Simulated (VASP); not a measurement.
# SrP4 in VASP: a series of runs, part 2 of 2

VASP 6.6.1. Earlier steps stand in the parts before.

### Step 3. Single point, PBE

This run uses another cell than the first one, of 23.08 Å³/atom.

INCAR reads:

```
PREC = Accurate
ENCUT = 520
EDIFF = 1E-6
ISMEAR = 1
SIGMA = 0.15
LREAL = F
LASPH = T
NELM = 80
ALGO = Normal
ISIF = 2
LWAVE = F
LCHARG = F
GGA = PE
NBANDS = 41
```

KPOINTS reads:

```
Automatic mesh
0
Gamma
  3 3 2
```

POSCAR reads:

```
SrP4
1.0
    5.9802510000     -0.5050900000      0.0836170000
    0.4356690000      5.8780960000      0.0291480000
    0.2517250000      0.8581340000      6.5304470000
Sr P
2 8
Direct
    0.2942931722      0.7261388252      0.5997965520
   -0.0104068646      0.2799532188      0.1541830313
    0.9890698782      0.0809992025      0.6779701266
    0.2019050179      0.8550327263      0.0467814553
    0.3341245225      0.1555701511      0.7425817790
    0.8554481133      0.7586197009      0.8477881756
    0.7156644300      0.6499710741      0.3805892507
    0.6274099539      0.8799871962      0.1077002838
    0.4713061695      0.4911600588      0.0761688225
    0.5445263806      0.3429638574      0.3695336058
```

Potentials or basis: VASP PAW PBE potentials, release 64 (Sr_sv, P).

Command:

```console
cat potpaw_PBE.64/Sr_sv/POTCAR potpaw_PBE.64/P/POTCAR > POTCAR
mpirun -np 1 vasp_std > vasp.out
```

OUTCAR:

```text
PREC = Accurate
   ENCUT = 520
   EDIFF = 1E-6
   ISMEAR = 1
   LREAL = F
   LASPH = T
   NELM = 80
   ISIF = 2
   GGA = PE

 ion  position               nearest neighbor table
   1  0.294  0.726  0.600-   5 2.83   3 2.88   7 2.93   6 3.06   4 3.17  10 3.24   5 3.38   9 3.47
                             4 3.69   8 3.74   6 3.82   7 3.86  10 4.00   9 4.00   2 4.51   2 4.53
   2  0.990  0.280  0.154-   4 2.98  10 3.02   9 3.13   7 3.23   8 3.24   6 3.36   9 3.39   3 3.49
                             3 3.50   5 3.51   4 3.58  10 3.71   6 3.99   1 4.51   1 4.53   1 4.62
   3  0.989  0.081  0.678-   5 2.18   6 2.19   1 2.88   4 2.95   2 3.49   2 3.50
   4  0.202  0.855  0.047-   5 2.58   6 2.60   8 2.61   9 2.69   3 2.95   2 2.98   1 3.17   2 3.58
                             1 3.69
   5  0.334  0.156  0.743-   3 2.18   4 2.58  10 2.80   1 2.83   1 3.38   2 3.51
   6  0.855  0.759  0.848-   3 2.19   8 2.34   4 2.60   1 3.06   2 3.36   1 3.82   2 3.99
   7  0.716  0.650  0.381-  10 2.08   8 2.19   9 2.79   1 2.93   2 3.23   1 3.86
   8  0.627  0.880  0.108-   7 2.19   6 2.34   9 2.51   4 2.61   2 3.24   1 3.74
   9  0.471  0.491  0.076-  10 2.08   8 2.51   4 2.69   7 2.79   2 3.13   2 3.39   1 3.47   1 4.00

[... 636 lines left out ...]
     40       8.2490      0.00000
     41       8.8050      0.00000

------------------------ aborting loop because EDIFF is reached ----------------------------------------

  FORCE on cell =-STRESS in cart. coord.  units (eV):
  Direction    XX          YY          ZZ          XY          YZ          ZX
  --------------------------------------------------------------------------------------
  -------------------------------------------------------------------------------------
  Total        3.0989437      4.8085055      1.6018091     -0.4437353      0.3093603      1.0122847
  in kB       21.5167849     33.3867241     11.1217840     -3.0809711      2.1479704      7.0285599
  external PRESSURE =      22.0084310 kB  Pullay stress =       0.0000000 kB

 VOLUME and BASIS-vectors are now :
 -----------------------------------------------------------------------------
  energy-cutoff  :      520.00
  volume of cell :      230.75
      direct lattice vectors                 reciprocal lattice vectors
     5.980251000 -0.505090000  0.083617000     0.166245389 -0.012297908 -0.004792148
     0.435669000  5.878096000  0.029148000     0.014605321  0.169153620 -0.022790629
     0.251725000  0.858134000  6.530447000    -0.002193825 -0.000597536  0.153291958

 POSITION                                       TOTAL-FORCE (eV/Angst)
 -----------------------------------------------------------------------------------
      2.22729      4.63437      3.96271         0.032159     -1.247874     -0.274913
      6.07879      1.27807      1.09779        -0.039562      0.382289     -0.076589
      6.12084      0.55834      4.51251        -0.960624      1.244647     -0.882694
      1.59173      4.96413      0.34731         0.832732     -0.684289     -0.369952
      2.25285      1.38293      4.88186        -0.010689     -0.085435      1.320560
      5.65971      4.75468      5.63008         0.036698      0.700175      0.655820
      4.65883      3.78571      2.56420         2.065801      1.080094      1.092956
      4.16256      4.94817      0.78144        -0.143296     -0.446271     -0.905995
      3.05169      2.71440      0.55114        -0.624044      0.849067     -1.592903
      3.49884      2.05805      2.46875        -1.189176     -1.792403      1.033711
 -----------------------------------------------------------------------------------
    total drift:                                0.000146      0.000559      0.000561

  FREE ENERGIE OF THE ION-ELECTRON SYSTEM (eV)
  ---------------------------------------------------
  free  energy   TOTEN  =       -47.3706796968 eV

  energy  without entropy=      -47.3629306814  energy(sigma->0) =      -47.36809669
```

stdout:

```text
POSCAR found type information on POSCAR SrP
 POSCAR found :  2 types and      10 ions
 scaLAPACK will be used
 LDA part: xc-table for (Slater+PW92), standard interpolation
 POSCAR, INCAR and KPOINTS ok, starting setup
 FFT: planning ... GRIDC
 FFT: planning ... GRID_SOFT
 FFT: planning ... GRID
 WAVECAR not read
 entering main loop
```

Run time: 56 s. Hardware: 1 thread of Intel Xeon 6975P-C (Granite Rapids), shared host; peak memory 0.35 GiB.

Results:

```yaml
Free_energy: -47.3707 eV
Pressure: 2.2 GPa
Largest_force: 2.575 eV/Å
Band_gap_on_the_k_mesh: zero (bands 30 and 31 overlap by 0.02 eV)
```

Forces in eV/Å, atoms in the order of the input:
```
Sr   0.032 -1.248 -0.275
Sr  -0.040  0.382 -0.077
P   -0.961  1.245 -0.883
P    0.833 -0.684 -0.370
P   -0.011 -0.085  1.321
P    0.037  0.700  0.656
P    2.066  1.080  1.093
P   -0.143 -0.446 -0.906
P   -0.624  0.849 -1.593
P   -1.189 -1.792  1.034
```

Levels at points of the mesh, in eV from the Fermi level:
```tsv
k point	band 26	band 27	band 28	band 29	band 30	band 31	band 32	band 33	band 34	band 35
(0.00, 0.00, 0.00)	-1.89	-1.43	-0.86	-0.57	0.03	0.15	0.55	1.22	1.96	2.38
(0.00, 0.00, 0.50)	-2.18	-1.67	-1.39	-0.81	-0.48	0.70	1.23	1.38	1.65	2.33
```

Caveat: the k points lie up to 0.48 Å⁻¹ apart.

### Step 4. Single point, PBE

This run uses another cell than the first one, of 24.92 Å³/atom.

INCAR reads:

```
SYSTEM = SrP4
ALGO = Normal
EDIFF = 1E-7
ENCUT = 520
GGA = PE
ISIF = 2
ISMEAR = 1
LASPH = .TRUE.
LCHARG = .TRUE.
LELF = .TRUE.
LREAL = .FALSE.
LVHAR = .TRUE.
LWAVE = .FALSE.
NBANDS = 41
NELM = 100
PREC = Accurate
SIGMA = 0.15
```

KPOINTS reads:

```
k-points
0
G
  3 3 2
  0 0 0
```

POSCAR reads:

```
SrP4
1.0
    6.1357180000     -0.5182200000      0.0857900000
    0.4469950000      6.0309070000      0.0299060000
    0.2582690000      0.8804430000      6.7002170000
Sr P
2 8
Direct
    0.2900096100      0.7050632250      0.6015165561
   -0.0287855301      0.2702016558      0.1525274271
    1.0048281126      0.1229434162      0.6807319898
    0.2278222446      0.7829866556      0.0861149916
    0.3629867988      0.1497064831      0.7261936801
    0.9026228270      0.7697308251      0.8607771088
    0.7533708383      0.6686056746      0.3456341779
    0.5743166503      0.8588533717      0.0996164013
    0.4460013386      0.5341548228      0.0446976734
    0.5379855983      0.3209691366      0.3582059077
```

Command:

```console
cat potpaw_PBE.64/Sr_sv/POTCAR potpaw_PBE.64/P/POTCAR > POTCAR
mpirun -np 1 vasp_std > vasp.out
```

It took 67 s on 1 thread of Intel Xeon 6975P-C (Granite Rapids), shared host; peak memory 0.36 GiB.

The run converged. Its results:

- Free energy: -47.1077 eV
- Pressure: -1.4 GPa
- Largest force: 3.216 eV/Å
- Band gap on the k mesh: zero (bands 30 and 31 overlap by 0.02 eV)

Forces on the atoms (eV/Å):
```
Sr   0.339 -0.633 -0.494
Sr   0.226 -0.300 -0.210
P    0.186 -0.738  0.622
P   -2.716  1.699 -0.283
P   -0.429  0.554 -0.603
P    0.233  1.253 -0.050
P   -0.614 -1.204  1.287
P    1.987  0.334 -0.204
P    0.521 -1.913 -0.193
P    0.267  0.949  0.129
```

Stress tensor (GPa, compression positive):
```
 0.33 -1.78  0.58
-1.78 -1.49  1.69
 0.58  1.69 -2.94
```

Levels at points of the mesh, in eV from the Fermi level:
```csv
k point,band 28,band 29,band 30,band 31,band 32,band 33
"(0.00, 0.00, 0.00)",-1.04,-0.33,-0.15,0.13,0.77,1.19
"(0.00, 0.00, 0.50)",-1.48,-0.61,-0.34,0.26,0.65,1.02
```

Caveat: the k points lie up to 0.47 Å⁻¹ apart.

### Step 5. Summary

```csv
cell,gap on the mesh (eV),pressure (GPa),largest force (eV/Å)
"a = 5.938, b = 5.831, c = 6.521 Å, angles 82.1, 87.7, 90.6°, 10 atoms, atomic positions A",none,2.4,5.05
"a = 6.002, b = 5.894, c = 6.591 Å, angles 82.1, 87.7, 90.6°, 10 atoms, atomic positions B",none,2.2,2.57
"a = 6.158, b = 6.048, c = 6.763 Å, angles 82.1, 87.7, 90.6°, 10 atoms, atomic positions C",none,-1.4,3.22
```

Alike in all rows: task single point; level PBE; potentials or basis VASP PAW PBE potentials, release 64 (Sr_sv, P); no spin polarisation; k mesh 3 × 3 × 2; cutoff (eV) 520; smearing methfessel-paxton 0.15 eV.

Caveats: all runs use coarse meshes.

Absolute energies hang on the potentials; compare differences alone.
